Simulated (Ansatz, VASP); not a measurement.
# One calculation of Zn, two programs

```
Zn
1.0
     1.46719    0.84708    7.09082
    -1.46719    0.84708    7.09082
     0.00000   -1.69416    7.09082
Zn
3
Cartesian
  0.0000 0.0000 0.0000
  0.0000 0.0000 4.7272
  0.0000 0.0000 16.5453
```

Alike in both runs: task relaxation of cell and atoms; functional PBE; k mesh 6 × 6 × 6; occupations gaussian, width 0.1 eV; no spin polarisation.

|  | VASP | Ansatz |
| --- | --- | --- |
| version | VASP 6.6.1 | Ansatz 0.2.0 |
| potentials or method | VASP PAW PBE potentials, release 64 (Zn), cutoff 600 eV | scalar-relativistic, plane waves, PAW |
| valence electrons in the cell | 36 | 36 |

|  | VASP | Ansatz | Ansatz less VASP |
| --- | --- | --- | --- |
| gap on the k mesh at the Fermi level, each at its own relaxed structure (eV) | none | none | - |
| relaxed volume (Å³/atom) | 15.15 | 15.11 | -0.048 |
| relaxed length of the cell vector where the two differ most in proportion (Å) | 6.484 | 6.471 | -0.0123 |

A gap of «none» marks a metal or a gap that the smearing closes.

The k mesh is coarse, so the values compare programs but aren't converged.
